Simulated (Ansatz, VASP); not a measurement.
**La: VASP beside Ansatz**

The input INCAR:

```
  ALGO = Normal
  EDIFF = 1E-6
  ENCUT = 520
  GGA = PS
  ISIF = 2
  ISMEAR = -1
  LASPH = True
  LCHARG = False
  LREAL = False
  LWAVE = False
  NBANDS = 12
  NELM = 60
  PREC = Accurate
  SIGMA = 0.05
```

KPOINTS

```
k-points
0
Gamma
  8 8 8
```

File POSCAR:

```
La
1.0
   -2.0813544496      2.0813544496      2.1238310710
    2.0813544496     -2.0813544496      2.1238310710
    2.0813544496      2.0813544496     -2.1238310710
La
1
Direct
    0.0000000000      0.0000000000      0.0000000000
```

The input input.yaml:

```yaml
crystal:
  lattice:
    - [-2.0813544496, 2.0813544496, 2.123831071]
    - [2.0813544496, -2.0813544496, 2.123831071]
    - [2.0813544496, 2.0813544496, -2.123831071]
  atoms:
    - { symbol: La, position: [0.0, 0.0, 0.0] }
hamiltonian:
  xc: pbesol
  pseudopotentials: { kind: paw }
kpoints:
  mp_grid: { grid: [8, 8, 8] }
  band_path:
    path:
      - [[0.0, 0.0, 0.0], [0.0, 0.0, 0.5], [-0.4802, 0.4802, 0.5], [-0.4901, 0.4901, 0.4901], [0.0, 0.0, 0.0], [0.5, 0.5, -0.5], [0.4901, 0.5099, -0.4901], [0.0, 0.5, 0.0], [0.25, 0.25, 0.25], [0.5, 0.5, -0.4802], [0.5, 0.5, -0.5]]
      - [[0.0, 0.0, 0.5], [0.25, 0.25, 0.25]]
    npoints: 14
scf:
  occupations: { method: fermi_dirac, width: 0.05 }
  n_extra_bands: 6
output:
  forces: true
  stress: true
  eigenvalues: true
  fatbands: false
```

Alike in both runs: functional PBEsol; k mesh 8 × 8 × 8; occupations fermi-dirac, width 0.05 eV; no spin polarisation.

|  | VASP | Ansatz |
| --- | --- | --- |
| version | VASP 6.6.1 | Ansatz 0.2.0 |
| potentials or method | VASP PAW PBE potentials, release 64 (La) | Ansatz PAW |
| plane-wave cutoff (eV) | 520 | 420 |
| valence electrons in the cell | 11 | 11 |
| task | single point | band structure |

Ansatz gave:

```
gap on the k mesh at the Fermi level (eV)                     : none
pressure (GPa)                                                : -1.6
traceless stress, the component that is largest in VASP (GPa) : 0.57
```

Which values does VASP return?

gap on the k mesh at the Fermi level (eV): none; pressure (GPa): -1.6; traceless stress, the component that is largest in VASP (GPa): 0.55.

VASP's potentials were made for PBE, not for PBEsol. A gap of «none» marks a metal or a gap that the smearing closes.

Neither program's run includes spin-orbit coupling.
